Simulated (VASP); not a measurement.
# Na (Fm-3m) in VASP: further runs

The runs below take Na through single point, with RPBE.

Everything below comes from runs of VASP 6.6.1. Logs are shortened: lines on timing, memory, paths and dates and some standing lists are left out, and cuts for length are marked.

**1. The cell of the first run**

It takes space group Fm-3m (No. 225, cubic). The conventional cell has a = 5.478 Å, b = 5.478 Å, c = 5.478 Å, α = 90.00°, β = 90.00°, γ = 90.00°. Within 5.1 Å of Na (site symmetry m-3m) lie 12 Na at 3.87 Å.

**2. Single point, RPBE (volume scaled by 1.04)**

Input file INCAR:

```
PREC     = Accurate       # precision mode
ENCUT    = 520            # plane-wave cutoff, eV
EDIFF    = 1E-7           # SCF threshold, eV
ISMEAR   = -1             # smearing method
SIGMA    = 0.1            # smearing width, eV
LREAL    = False          # projectors in reciprocal space
LASPH    = True           # aspherical terms in the spheres
NELM     = 100            # most SCF steps
ALGO     = Normal         # electronic algorithm
ISIF     = 2              # what is computed and relaxed
LWAVE    = False          # write WAVECAR
LCHARG   = False          # write CHGCAR
GGA      = RP             # functional
NBANDS   = 10             # bands
```

Input file KPOINTS:

```
Automatic mesh
0
Gamma
  11 11 11
```

Input file POSCAR:

```
Na
1.0
    0.0000000000      2.7387686340      2.7387686340
    2.7387686340      0.0000000000      2.7387686340
    2.7387686340      2.7387686340      0.0000000000
Na
1
Direct
    0.0000000000      0.0000000000      0.0000000000
```

Potentials or basis: VASP PAW PBE potentials, release 64 (Na_pv).

Run with:

```sh
$ cat potpaw_PBE.64/Na_pv/POTCAR > POTCAR
$ mpirun -np 1 vasp_std > vasp.out
```

OUTCAR:

```text
PREC = Accurate
   ENCUT = 520
   EDIFF = 1E-7
   ISMEAR = -1
   LREAL = False
   LASPH = True
   NELM = 100
   ISIF = 2
   GGA = RP

 ion  position               nearest neighbor table
   1  0.000  0.000  0.000-

  LATTYP: Found a face centered cubic cell.
 ALAT       =     5.4775372680

  Lattice vectors:

 A1 = (   0.0000000000,   2.7387686340,   2.7387686340)
 A2 = (   2.7387686340,   0.0000000000,   2.7387686340)
 A3 = (   2.7387686340,   2.7387686340,   0.0000000000)

Analysis of symmetry for initial positions (statically):
=====================================================================
 Subroutine PRICEL returns:
 Original cell was already a primitive cell.

 Routine SETGRP: Setting up the symmetry group for a
 face centered cubic supercell.

 Subroutine GETGRP returns: Found 48 space group operations
 (whereof 48 operations were pure point group operations)
 out of a pool of 48 trial point group operations.

The static configuration has the point symmetry O_h .

Analysis of symmetry for dynamics (positions and initial velocities):
=====================================================================
 Subroutine PRICEL returns:
 Original cell was already a primitive cell.

 Routine SETGRP: Setting up the symmetry group for a
 face centered cubic supercell.

 Subroutine GETGRP returns: Found 48 space group operations
 (whereof 48 operations were pure point group operations)
 out of a pool of 48 trial point group operations.

The dynamic configuration has the point symmetry O_h .

 Subroutine INISYM returns: Found 48 space group operations
 (whereof 48 operations are pure point group operations),
 and found     1 'primitive' translations

----------------------------------------------------------------------------------------

                                     Primitive cell

  volume of cell :      41.0862

  direct lattice vectors                    reciprocal lattice vectors
     0.000000000  2.738768634  2.738768634    -0.182563797  0.182563797  0.182563797
     2.738768634  0.000000000  2.738768634     0.182563797 -0.182563797  0.182563797
     2.738768634  2.738768634  0.000000000     0.182563797  0.182563797 -0.182563797

  length of vectors
     3.873203746  3.873203746  3.873203746     0.316209771  0.316209771  0.316209771

  position of ions in fractional coordinates (direct lattice)
     0.000000000  0.000000000  0.000000000

  ion indices of the primitive-cell ions
   primitive index   ion index
                 1           1

----------------------------------------------------------------------------------------

 KPOINTS: Automatic mesh

Automatic generation of k-mesh.
 Grid dimensions read from file:
 generate k-points for:   11   11   11

 Generating k-lattice:

  Cartesian coordinates                     Fractional coordinates (reciprocal lattice)
    -0.016596709  0.016596709  0.016596709     0.090909091  0.000000000  0.000000000
     0.016596709 -0.016596709  0.016596709     0.000000000  0.090909091  0.000000000
     0.016596709  0.016596709 -0.016596709     0.000000000  0.000000000  0.090909091

  Length of vectors
     0.028746343  0.028746343  0.028746343

  Shift w.r.t. Gamma in fractional coordinates (k-lattice)
     0.000000000  0.000000000  0.000000000

 Subroutine IBZKPT returns following result:
 ===========================================

 Found     56 irreducible k-points:

 Following reciprocal coordinates:
            Coordinates               Weight
  0.000000  0.000000  0.000000      1.000000
  0.090909  0.000000  0.000000      8.000000
  0.181818  0.000000  0.000000      8.000000
  0.272727  0.000000  0.000000      8.000000
  0.363636  0.000000  0.000000      8.000000
  0.454545  0.000000  0.000000      8.000000
[... 16 lines left out ...]
 -0.272727  0.181818  0.000000     24.000000
 -0.181818  0.181818  0.000000     12.000000
 [... further k-points ...]
   k-points           NKPTS =     56   k-points in BZ     NKDIM =     56   number of bands    NBANDS=     10
   number of dos      NEDOS =    301   number of ions     NIONS =      1
   total plane-waves  NPLWV =  27000
   dimension x,y,z NGX =    30 NGY =   30 NGZ =   30
   dimension x,y,z NGXF=    60 NGYF=   60 NGZF=   60
   ions per type =               1
   NGX,Y,Z   is equivalent  to a cutoff of  12.88, 12.88, 12.88 a.u.
   NGXF,Y,Z  is equivalent  to a cutoff of  25.75, 25.75, 25.75 a.u.
 SYSTEM =  unknown system
   PREC   = accura    normal or accurate (medium, high low for compatibility)
   ISTART =      0    job   : 0-new  1-cont  2-samecut
   ICHARG =      2    charge: 1-file 2-atom 10-const
   ISPIN  =      1    spin polarized calculation?
   LNONCOLLINEAR =      F non collinear calculations
   LSORBIT =      F    spin-orbit coupling
   LASPH  =      T    aspherical Exc in radial PAW
   ENCUT  =  520.0 eV  38.22 Ry    6.18 a.u.   7.20  7.20  7.20*2*pi/ulx,y,z
   NELM   =    100;   NELMIN=  2; NELMDL= -5     # of ELM steps
   EDIFF  = 0.1E-06   stopping-criterion for ELM
   LREAL  =      F    real-space projection
   EDIFFG = 0.1E-05   stopping-criterion for IOM
   NSW    =      0    number of steps for IOM
   IBRION =     -1    ionic relax: 0-MD 1-quasi-New 2-CG
   NFREE  =      0    steps in history (QN), initial steepest desc. (CG)
   ISIF   =      2    stress and relaxation
   ISYM   =      2    0-nonsym 1-usesym 2-fastsym
   POTIM  = 0.5000    time-step for ionic-motion
   TEBEG  =    0.0;   TEEND  =   0.0 temperature during run
   PSTRESS=    0.0 pullay stress
   NELECT =       7.0000    total number of electrons
   NUPDOWN=      -1.0000    fix difference up-down
   EMIN   =  10.00;   EMAX   =-10.00  energy-range for DOS
   EFERMI =   0.00;   METHOD = LEGACY
   ISMEAR =    -1;   SIGMA  =   0.10  broadening in eV -4-tet -1-fermi 0-gaus
   EFERMI_NEDOS =   21; number of points for ismear=-14 and -15
   IALGO  =     38    algorithm
   IMIX   =      4    mixing-type and parameters
     AMIX     =   0.40;   BMIX     =  1.00
     AMIX_MAG =   1.60;   BMIX_MAG =  1.00
  volume/ion in A,a.u.               =      41.09       277.26
  Fermi-wavevector in a.u.,A,eV,Ry     =   0.907560  1.715040 11.206653  0.823666
  Thomas-Fermi vector in A             =   2.031382
   LORBIT       =      0    0 simple, 1 ext, 2 COOP (PROOUT), +10 PAW based schemes
   GGA     = RP    functional components
   LHFCALC =     F    Hartree Fock is set to
   AEXX    =    0.0000 exact exchange contribution
   IVDW    =     0    specifies the selected vdW correction
   LEPSILON=     F    determine dielectric tensor
   LRPA    =     F    only Hartree local field effects (RPA)
 non-spin polarized calculation
  energy-cutoff  :      520.00
  volume of cell :       41.09
 maximum number of plane-waves:      1129
 NGX is ok and might be reduce to    30
   NGX = 15   NGY = 15   NGZ = 15

 number of electron       6.9999999 magnetization

 Free energy of the ion-electron system (eV)
  ---------------------------------------------------
  ext. energy  EPLUGINS =         0.00000000
  ---------------------------------------------------
  free energy    TOTEN  =        -1.20182354 eV

  energy without entropy =       -1.18418206  energy(sigma->0) =       -1.19300280

 E-fermi :   0.1709     XC(G=0):  -6.1339

 val. band max:        0.0852700438   @ k =   0.4545   0.2727   0.0000
 cond. band min:       0.1983963553   @ k =   0.4545   0.0000   0.0000
 fundamental gap:      0.1131263115
 Fermi energy:         0.1709387188

 k-point     1 :       0.0000    0.0000    0.0000
  band No.  band energies     occupation
      1     -24.8204      2.00000
      2     -24.8204      2.00000
      3     -24.8204      2.00000
      4      -2.9084      2.00000
      5      10.6511      0.00000
      6      10.6511      0.00000
      7      10.6511      0.00000
      8      11.5941      0.00000
      9      11.9934      0.00000
     10      11.9935      0.00000

 k-point     2 :       0.0909    0.0000    0.0000
  band No.  band energies     occupation
      1     -24.8223      2.00000
      2     -24.8207      2.00000
      3     -24.8207      2.00000
      4      -2.7804      2.00000
      5       8.9170      0.00000
      6      10.3771      0.00000
      7      10.3771      0.00000
      8      11.5527      0.00000
      9      12.4764      0.00000
     10      12.4764      0.00000

 k-point     3 :       0.1818    0.0000    0.0000
  band No.  band energies     occupation
      1     -24.8274      2.00000
      2     -24.8214      2.00000
      3     -24.8214      2.00000
      4      -2.3983      2.00000
      5       6.8225      0.00000
      6       9.9938      0.00000
      7       9.9938      0.00000
      8      11.1250      0.00000
      9      12.8947      0.00000
     10      12.8947      0.00000

 k-point     4 :       0.2727    0.0000    0.0000
  band No.  band energies     occupation
      1     -24.8340      2.00000
      2     -24.8224      2.00000
      3     -24.8224      2.00000
      4      -1.7671      2.00000
      5       4.8744      0.00000
      6       9.7500      0.00000
      7       9.7500      0.00000
      8      10.8157      0.00000
      9      11.9233      0.00000
     10      11.9233      0.00000
[... 222 lines left out ...]
 k-point    22 :      -0.3636    0.1818    0.0000
  band No.  band energies     occupation
      1     -24.8406      2.00000
      2     -24.8288      2.00000
      3     -24.8244      2.00000
      4       0.2439      0.65043
      5       2.4811      0.00000
      6       6.0188      0.00000
      7       8.7722      0.00000
      8       9.5416      0.00000
      9      12.4928      0.00000
     10      13.4589      0.00000

 k-point    23 :      -0.2727    0.1818    0.0000
  band No.  band energies     occupation
      1     -24.8373      2.00000
      2     -24.8281      2.00000
      3     -24.8232      2.00000
      4      -0.7715      1.99984
      5       4.0508      0.00000
      6       5.9607      0.00000
      7       9.4619      0.00000
      8      10.2706      0.00000
      9      12.2916      0.00000
     10      13.2785      0.00000

 k-point    24 :      -0.1818    0.1818    0.0000
  band No.  band energies     occupation
      1     -24.8334      2.00000
      2     -24.8260      2.00000
      3     -24.8222      2.00000
      4      -1.5583      2.00000
      5       5.5562      0.00000
      6       6.4070      0.00000
      7      10.3667      0.00000
      8      11.1852      0.00000
      9      11.9597      0.00000
     10      13.0031      0.00000

 [... further k-points ...]

------------------------ aborting loop because EDIFF is reached ----------------------------------------

  FORCE on cell =-STRESS in cart. coord.  units (eV):
  Direction    XX          YY          ZZ          XY          YZ          ZX
  --------------------------------------------------------------------------------------
  -------------------------------------------------------------------------------------
  Total       -0.0614569     -0.0614569     -0.0614569      0.0000000     -0.0000000     -0.0000000
  in kB       -2.3965436     -2.3965436     -2.3965436      0.0000000     -0.0000000     -0.0000000
  external PRESSURE =      -2.3965436 kB  Pullay stress =       0.0000000 kB

 VOLUME and BASIS-vectors are now :
 -----------------------------------------------------------------------------
  energy-cutoff  :      520.00
  volume of cell :       41.09
      direct lattice vectors                 reciprocal lattice vectors
     0.000000000  2.738768634  2.738768634    -0.182563797  0.182563797  0.182563797
     2.738768634  0.000000000  2.738768634     0.182563797 -0.182563797  0.182563797
     2.738768634  2.738768634  0.000000000     0.182563797  0.182563797 -0.182563797

 POSITION                                       TOTAL-FORCE (eV/Angst)
 -----------------------------------------------------------------------------------
      0.00000      0.00000      0.00000         0.000000      0.000000     -0.000000
 -----------------------------------------------------------------------------------
    total drift:                               -0.000000     -0.000000      0.000000

  FREE ENERGIE OF THE ION-ELECTRON SYSTEM (eV)
  ---------------------------------------------------
  free  energy   TOTEN  =        -1.2018235390 eV

  energy  without entropy=       -1.1841820602  energy(sigma->0) =       -1.19300280
```

Wall time 38 s (1 thread of Intel Xeon 6975P-C, shared host); peak memory 0.16 GiB.

Results:

```
Free energy : -1.2018 eV
Pressure    : -0.2 GPa
```

Levels at points of the mesh, in eV from the Fermi level:
| k point | band 1 | band 2 | band 3 | band 4 | band 5 | band 6 | band 7 | band 8 |
| --- | --- | --- | --- | --- | --- | --- | --- | --- |
| (0.00, 0.00, 0.00) | -24.99 | -24.99 | -24.99 | -3.08 | 10.48 | 10.48 | 10.48 | 11.42 |

Caveat: the PAW data sets were made with another functional, which shifts forces and pressure a little.

**3. Single point, RPBE (volume scaled by 1.08)**

Input file INCAR:

```
  PREC = Accurate
  ENCUT = 520
  EDIFF = 1E-7
  ISMEAR = -1
  SIGMA = 0.1
  LREAL = False
  LASPH = True
  NELM = 60
  ALGO = Normal
  ISIF = 2
  LWAVE = False
  LCHARG = False
  GGA = RP
  NBANDS = 10
```

Input file KPOINTS:

```
regular mesh
0
Gamma
  11 11 11
```

Input file POSCAR:

```
Na
1.0
    0.0000000000      2.7734402721      2.7734402721
    2.7734402721      0.0000000000      2.7734402721
    2.7734402721      2.7734402721      0.0000000000
Na
1
Direct
    0.0000000000      0.0000000000      0.0000000000
```

Potentials or basis: VASP PAW PBE potentials, release 64 (Na_pv).

Run with:

```sh
$ cat potpaw_PBE.64/Na_pv/POTCAR > POTCAR
$ mpirun -np 1 vasp_std > vasp.out
```

OUTCAR:

```text
PREC = Accurate
   ENCUT = 520
   EDIFF = 1E-7
   ISMEAR = -1
   LREAL = False
   LASPH = True
   NELM = 60
   ISIF = 2
   GGA = RP

 ion  position               nearest neighbor table
   1  0.000  0.000  0.000-

  LATTYP: Found a face centered cubic cell.
 ALAT       =     5.5468805442

  Lattice vectors:

 A1 = (   0.0000000000,   2.7734402721,   2.7734402721)
 A2 = (   2.7734402721,   0.0000000000,   2.7734402721)
[... 489 lines left out ...]
      8      10.8170      0.00000
      9      11.6122      0.00000
     10      12.5964      0.00000

 [... further k-points ...]

------------------------ aborting loop because EDIFF is reached ----------------------------------------

  FORCE on cell =-STRESS in cart. coord.  units (eV):
  Direction    XX          YY          ZZ          XY          YZ          ZX
  --------------------------------------------------------------------------------------
  -------------------------------------------------------------------------------------
  Total       -0.1215173     -0.1215173     -0.1215173      0.0000000     -0.0000000     -0.0000000
  in kB       -4.5631250     -4.5631250     -4.5631250      0.0000000     -0.0000000     -0.0000000
  external PRESSURE =      -4.5631250 kB  Pullay stress =       0.0000000 kB

 VOLUME and BASIS-vectors are now :
 -----------------------------------------------------------------------------
  energy-cutoff  :      520.00
  volume of cell :       42.67
      direct lattice vectors                 reciprocal lattice vectors
     0.000000000  2.773440272  2.773440272    -0.180281510  0.180281510  0.180281510
     2.773440272  0.000000000  2.773440272     0.180281510 -0.180281510  0.180281510
     2.773440272  2.773440272  0.000000000     0.180281510  0.180281510 -0.180281510

 POSITION                                       TOTAL-FORCE (eV/Angst)
 -----------------------------------------------------------------------------------
      0.00000      0.00000      0.00000         0.000000      0.000000      0.000000
 -----------------------------------------------------------------------------------
    total drift:                               -0.000000     -0.000000      0.000000

  FREE ENERGIE OF THE ION-ELECTRON SYSTEM (eV)
  ---------------------------------------------------
  free  energy   TOTEN  =        -1.1985311326 eV

  energy  without entropy=       -1.1805423025  energy(sigma->0) =       -1.18953672
```

stdout:

```text
POSCAR found type information on POSCAR Na
 POSCAR found :  1 types and       1 ions
 scaLAPACK will be used
 -----------------------------------------------------------------------------
|                                                                             |
|                                                                             |
|     You enforced a specific xc type in the INCAR file but a different       |
|     I HOPE YOU KNOW WHAT YOU ARE DOING!                                     |
|                                                                             |
 -----------------------------------------------------------------------------

 LDA part: xc-table for (Slater+PW92), standard interpolation
 POSCAR, INCAR and KPOINTS ok, starting setup
 FFT: planning ... GRIDC
 FFT: planning ... GRID_SOFT
 FFT: planning ... GRID
 WAVECAR not read
 entering main loop
```

Wall time 40 s (1 thread of Intel Xeon 6975P-C, shared host); peak memory 0.16 GiB.

Results:

```
Free energy : -1.1985 eV
Pressure    : -0.5 GPa
```

Caveat: the PAW data sets were made with another functional, which shifts forces and pressure a little.
